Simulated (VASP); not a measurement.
# CdS (P6/mmm) in VASP: notebook

The runs below take CdS through single point, relaxation of cell and atoms, with PBE.

All numbers are computed with VASP 6.6.1; they aren't measurements. Logs are shortened: lines on timing, memory, paths and dates and some standing lists are left out, and cuts for length are marked.

## Step 1: The cell of the first run

It takes space group P6/mmm (No. 191, hexagonal). Conventional cell: a = 4.479 Å, b = 4.479 Å, c = 9.668 Å, α = 90.00°, β = 90.00°, γ = 120.00°. Cd (site symmetry 6mm) has 6 S at 2.80 Å and 2 Cd at 3.15 to 3.37 Å within 3.7 Å. Cd (site symmetry 6/mmm) has 2 Cd at 3.15 Å within 4.1 Å. Within 3.0 Å of S (site symmetry mmm) lie 4 S at 2.24 Å and 4 Cd at 2.80 Å.

The cell was generated, and may not be a known phase.

## Step 2: Single point, PBE

INCAR reads:

```
PREC = Accurate
ENCUT = 520
EDIFF = 1E-6
ISMEAR = 0
SIGMA = 0.1
LREAL = False
LASPH = True
NELM = 60
ALGO = Normal
ISIF = 2
LWAVE = False
LCHARG = True
GGA = PE
LELF = True
LVHAR = True
NBANDS = 36
```

KPOINTS reads:

```
Automatic mesh
0
Gamma
  6 6 2
```

POSCAR reads:

```
CdS
1.0
    4.4792476300      0.0000000000      0.0000000000
   -2.2396238200      3.8791422400      0.0000000000
    0.0000000000      0.0000000000      9.6675359500
Cd S
3 3
Direct
    0.0000000000      0.0000000000      0.1744121300
    0.0000000000      0.0000000000      0.8255878700
    0.0000000000      0.0000000000      0.5000000000
    0.5000000000      0.0000000000      0.0000000000
    0.0000000000      0.5000000000      0.0000000000
    0.5000000000      0.5000000000      0.0000000000
```

Potentials or basis: VASP PAW PBE potentials, release 64 (Cd, S).

On the command line:

```console
cat potpaw_PBE.64/Cd/POTCAR potpaw_PBE.64/S/POTCAR > POTCAR
mpirun -np 1 vasp_std > vasp.out
```

OUTCAR:

```text
PREC = Accurate
   ENCUT = 520
   EDIFF = 1E-6
   ISMEAR = 0
   LREAL = False
   LASPH = True
   NELM = 60
   ISIF = 2
   GGA = PE

 ion  position               nearest neighbor table
   1  0.000  0.000  0.174-   6 2.80   6 2.80   4 2.80   4 2.80   5 2.80   5 2.80   3 3.15   2 3.37

   2  0.000  0.000  0.826-   6 2.80   6 2.80   4 2.80   4 2.80   5 2.80   5 2.80   3 3.15   1 3.37

   3  0.000  0.000  0.500-   1 3.15   2 3.15
   4  0.500  0.000  0.000-   5 2.24   5 2.24   6 2.24   6 2.24   1 2.80   1 2.80   2 2.80   2 2.80

   5  0.000  0.500  0.000-   4 2.24   4 2.24   6 2.24   6 2.24   1 2.80   2 2.80   1 2.80   2 2.80

   6  0.500  0.500  0.000-   5 2.24   5 2.24   4 2.24   4 2.24   1 2.80   2 2.80   1 2.80   2 2.80

  LATTYP: Found a hexagonal cell.
 ALAT       =     4.4792476300
 C/A-ratio  =     2.1582945951

  Lattice vectors:

 A1 = (   4.4792476300,   0.0000000000,   0.0000000000)
 A2 = (  -2.2396238200,   3.8791422400,   0.0000000000)
 A3 = (   0.0000000000,   0.0000000000,   9.6675359500)

Analysis of symmetry for initial positions (statically):
=====================================================================
 Subroutine PRICEL returns:
 Original cell was already a primitive cell.

 Routine SETGRP: Setting up the symmetry group for a
 hexagonal supercell.

 Subroutine GETGRP returns: Found 24 space group operations
 (whereof 24 operations were pure point group operations)
 out of a pool of 24 trial point group operations.

The static configuration has the point symmetry D_6h.

Analysis of symmetry for dynamics (positions and initial velocities):
=====================================================================
 Subroutine PRICEL returns:
 Original cell was already a primitive cell.

 Routine SETGRP: Setting up the symmetry group for a
 hexagonal supercell.

 Subroutine GETGRP returns: Found 24 space group operations
 (whereof 24 operations were pure point group operations)
 out of a pool of 24 trial point group operations.

The dynamic configuration has the point symmetry D_6h.

 Subroutine INISYM returns: Found 24 space group operations
 (whereof 24 operations are pure point group operations),
 and found     1 'primitive' translations

----------------------------------------------------------------------------------------

                                     Primitive cell

  volume of cell :     167.9796

  direct lattice vectors                    reciprocal lattice vectors
     4.479247630  0.000000000  0.000000000     0.223251779  0.128894475  0.000000000
    -2.239623820  3.879142240  0.000000000     0.000000000  0.257788949  0.000000000
     0.000000000  0.000000000  9.667535950     0.000000000  0.000000000  0.103438974

  length of vectors
     4.479247630  4.479247635  9.667535950     0.257788949  0.257788949  0.103438974

  position of ions in fractional coordinates (direct lattice)
     0.000000000  0.000000000  0.174412130
     0.000000000  0.000000000  0.825587870
     0.000000000  0.000000000  0.500000000
     0.500000000  0.000000000  0.000000000
     0.000000000  0.500000000  0.000000000
     0.500000000  0.500000000  0.000000000

  ion indices of the primitive-cell ions
   primitive index   ion index
                 1           1
                 2           2
                 3           3
                 4           4
                 5           5
                 6           6

----------------------------------------------------------------------------------------

 KPOINTS: Automatic mesh

Automatic generation of k-mesh.
 Grid dimensions read from file:
 generate k-points for:    6    6    2

 Generating k-lattice:

  Cartesian coordinates                     Fractional coordinates (reciprocal lattice)
     0.037208630  0.021482412  0.000000000     0.166666667  0.000000000  0.000000000
     0.000000000  0.042964825  0.000000000     0.000000000  0.166666667  0.000000000
     0.000000000  0.000000000  0.051719487     0.000000000  0.000000000  0.500000000

  Length of vectors
     0.042964825  0.042964825  0.051719487

  Shift w.r.t. Gamma in fractional coordinates (k-lattice)
     0.000000000  0.000000000  0.000000000

 Subroutine IBZKPT returns following result:
 ===========================================

 Found     14 irreducible k-points:

 Following reciprocal coordinates:
            Coordinates               Weight
  0.000000  0.000000  0.000000      1.000000
  0.166667 -0.000000  0.000000      6.000000
  0.333333  0.000000  0.000000      6.000000
  0.500000  0.000000  0.000000      3.000000
  0.166667  0.166667  0.000000      6.000000
  0.333333  0.166667  0.000000     12.000000
  0.333333  0.333333  0.000000      2.000000
  0.000000  0.000000  0.500000      1.000000
  0.166667 -0.000000  0.500000      6.000000
  0.333333  0.000000  0.500000      6.000000
  0.500000  0.000000  0.500000      3.000000
  0.166667  0.166667  0.500000      6.000000
  0.333333  0.166667  0.500000     12.000000
  0.333333  0.333333  0.500000      2.000000
   k-points           NKPTS =     14   k-points in BZ     NKDIM =     14   number of bands    NBANDS=     36
   number of dos      NEDOS =    301   number of ions     NIONS =      6
   total plane-waves  NPLWV =  93312
   dimension x,y,z NGX =    36 NGY =   36 NGZ =   72
   dimension x,y,z NGXF=    72 NGYF=   72 NGZF=  144
   ions per type =               3   3
   NGX,Y,Z   is equivalent  to a cutoff of  13.36, 13.36, 12.38 a.u.
   NGXF,Y,Z  is equivalent  to a cutoff of  26.72, 26.72, 24.76 a.u.
 SYSTEM =  unknown system
   PREC   = accura    normal or accurate (medium, high low for compatibility)
   ISTART =      0    job   : 0-new  1-cont  2-samecut
   ICHARG =      2    charge: 1-file 2-atom 10-const
   ISPIN  =      1    spin polarized calculation?
   LNONCOLLINEAR =      F non collinear calculations
   LSORBIT =      F    spin-orbit coupling
   LASPH  =      T    aspherical Exc in radial PAW
   ENCUT  =  520.0 eV  38.22 Ry    6.18 a.u.   8.33  8.33 17.98*2*pi/ulx,y,z
   NELM   =     60;   NELMIN=  2; NELMDL= -5     # of ELM steps
   EDIFF  = 0.1E-05   stopping-criterion for ELM
   LREAL  =      F    real-space projection
   EDIFFG = 0.1E-04   stopping-criterion for IOM
   NSW    =      0    number of steps for IOM
   IBRION =     -1    ionic relax: 0-MD 1-quasi-New 2-CG
   NFREE  =      0    steps in history (QN), initial steepest desc. (CG)
   ISIF   =      2    stress and relaxation
   ISYM   =      2    0-nonsym 1-usesym 2-fastsym
   POTIM  = 0.5000    time-step for ionic-motion
   TEBEG  =    0.0;   TEEND  =   0.0 temperature during run
   PSTRESS=    0.0 pullay stress
   NELECT =      54.0000    total number of electrons
   NUPDOWN=      -1.0000    fix difference up-down
   EMIN   =  10.00;   EMAX   =-10.00  energy-range for DOS
   EFERMI =   0.00;   METHOD = LEGACY
   ISMEAR =     0;   SIGMA  =   0.10  broadening in eV -4-tet -1-fermi 0-gaus
   EFERMI_NEDOS =   21; number of points for ismear=-14 and -15
   IALGO  =     38    algorithm
   IMIX   =      4    mixing-type and parameters
     AMIX     =   0.40;   BMIX     =  1.00
     AMIX_MAG =   1.60;   BMIX_MAG =  1.00
  volume/ion in A,a.u.               =      28.00       188.93
  Fermi-wavevector in a.u.,A,eV,Ry     =   1.121469  2.119269 17.111945  1.257692
  Thomas-Fermi vector in A             =   2.258123
   LORBIT       =      0    0 simple, 1 ext, 2 COOP (PROOUT), +10 PAW based schemes
   GGA     = PE    functional components
   LHFCALC =     F    Hartree Fock is set to
   AEXX    =    0.0000 exact exchange contribution
   IVDW    =     0    specifies the selected vdW correction
   LEPSILON=     F    determine dielectric tensor
   LRPA    =     F    only Hartree local field effects (RPA)
 non-spin polarized calculation
 Gauss-broadening in eV      SIGMA  =   0.10
  energy-cutoff  :      520.00
  volume of cell :      167.98
 maximum number of plane-waves:      4554
 NGX is ok and might be reduce to    36
   NGX = 17   NGY = 17   NGZ = 35

 number of electron      53.9999984 magnetization

 Free energy of the ion-electron system (eV)
  ---------------------------------------------------
  ext. energy  EPLUGINS =         0.00000000
  ---------------------------------------------------
  free energy    TOTEN  =        -9.93661314 eV

  energy without entropy =       -9.91989628  energy(sigma->0) =       -9.92825471

 E-fermi :   2.4842     XC(G=0):  -8.4208

 val. band max:        2.3745375277   @ k =   0.3333   0.0000   0.5000
 cond. band min:       2.4920322075   @ k =   0.1667   0.1667   0.0000
 fundamental gap:      0.1174946798
 Fermi energy:         2.4842063153

 k-point     1 :       0.0000    0.0000    0.0000
  band No.  band energies     occupation
      1     -16.7966      2.00000
      2      -9.4089      2.00000
      3      -9.4089      2.00000
      4      -8.7982      2.00000
      5      -7.3450      2.00000
      6      -7.3450      2.00000
[... 28 lines left out ...]
     35       7.4611      0.00000
     36       8.5297      0.00000

 k-point     2 :       0.1667   -0.0000    0.0000
  band No.  band energies     occupation
      1     -16.5821      2.00000
      2     -11.1838      2.00000
      3      -9.7116      2.00000
      4      -7.6933      2.00000
      5      -7.0197      2.00000
      6      -6.7923      2.00000
[... 28 lines left out ...]
     35       7.0229      0.00000
     36       7.8287      0.00000

 k-point     3 :       0.3333    0.0000    0.0000
  band No.  band energies     occupation
      1     -15.9768      2.00000
      2     -12.9525      2.00000
      3     -10.1372      2.00000
      4      -7.6148      2.00000
      5      -6.5942      2.00000
      6      -6.5839      2.00000
[... 28 lines left out ...]
     35       7.0676      0.00000
     36       7.5645      0.00000
[... 352 lines left out ...]
 k-point    13 :       0.3333    0.1667    0.5000
  band No.  band energies     occupation
      1     -15.4380      2.00000
      2     -13.7878      2.00000
      3     -10.6996      2.00000
      4      -7.1088      2.00000
      5      -6.5864      2.00000
      6      -6.5429      2.00000
[... 28 lines left out ...]
     35       6.3738      0.00000
     36       7.2824      0.00000

 k-point    14 :       0.3333    0.3333    0.5000
  band No.  band energies     occupation
      1     -14.6542      2.00000
      2     -14.6542      2.00000
      3     -11.0760      2.00000
      4      -6.6792      2.00000
      5      -6.6792      2.00000
      6      -6.5364      2.00000
[... 28 lines left out ...]
     35       6.7874      0.00000
     36       8.0761      0.00000

------------------------ aborting loop because EDIFF is reached ----------------------------------------

  FORCE on cell =-STRESS in cart. coord.  units (eV):
  Direction    XX          YY          ZZ          XY          YZ          ZX
  --------------------------------------------------------------------------------------
  -------------------------------------------------------------------------------------
  Total       16.7882226     16.7882226      2.4317552     -0.0000000      0.0000000      0.0000000
  in kB      160.1248474    160.1248477     23.1939048     -0.0000002      0.0000000      0.0000000
  external PRESSURE =     114.4812000 kB  Pullay stress =       0.0000000 kB

 VOLUME and BASIS-vectors are now :
 -----------------------------------------------------------------------------
  energy-cutoff  :      520.00
  volume of cell :      167.98
      direct lattice vectors                 reciprocal lattice vectors
     4.479247630  0.000000000  0.000000000     0.223251779  0.128894475  0.000000000
    -2.239623820  3.879142240  0.000000000     0.000000000  0.257788949  0.000000000
     0.000000000  0.000000000  9.667535950     0.000000000  0.000000000  0.103438974

 POSITION                                       TOTAL-FORCE (eV/Angst)
 -----------------------------------------------------------------------------------
      0.00000      0.00000      1.68614        -0.000000      0.000000      2.503631
      0.00000      0.00000      7.98140         0.000000     -0.000000     -2.503631
      0.00000      0.00000      4.83377         0.000000     -0.000000      0.000000
      2.23962      0.00000      0.00000         0.000000     -0.000000      0.000000
     -1.11981      1.93957      0.00000         0.000000     -0.000000      0.000000
      1.11981      1.93957      0.00000         0.000000     -0.000000      0.000000
 -----------------------------------------------------------------------------------
    total drift:                                0.000000     -0.000000     -0.000000

  FREE ENERGIE OF THE ION-ELECTRON SYSTEM (eV)
  ---------------------------------------------------
  free  energy   TOTEN  =        -9.9366131351 eV

  energy  without entropy=       -9.9198962767  energy(sigma->0) =       -9.92825471
```

Run time: 40 s. Hardware: 1 thread of Intel Xeon 6975P-C (Granite Rapids), shared host; peak memory 0.31 GiB.

What came out:

```yaml
Free_energy: -9.9366 eV
Pressure: 11.4 GPa
Largest_force: 2.504 eV/Å
Band_gap_on_the_k_mesh: zero (bands 27 and 28 overlap by 1.44 eV)
```

Forces in eV/Å, atoms in the order of the input:
```
Cd   0.000  0.000  2.504
Cd   0.000  0.000 -2.504
Cd   0.000  0.000  0.000
S    0.000  0.000  0.000
S    0.000  0.000  0.000
S    0.000  0.000  0.000
```

Caveat: the stress differs along the axes, from 2 to 16 GPa; forces of over 1 eV/Å act on the atoms, so gaps and moduli don't describe the material at rest.

(Continued in part 2 of 2.)

The gap in the log of VASP goes by the Fermi energy; the results here count the filled bands.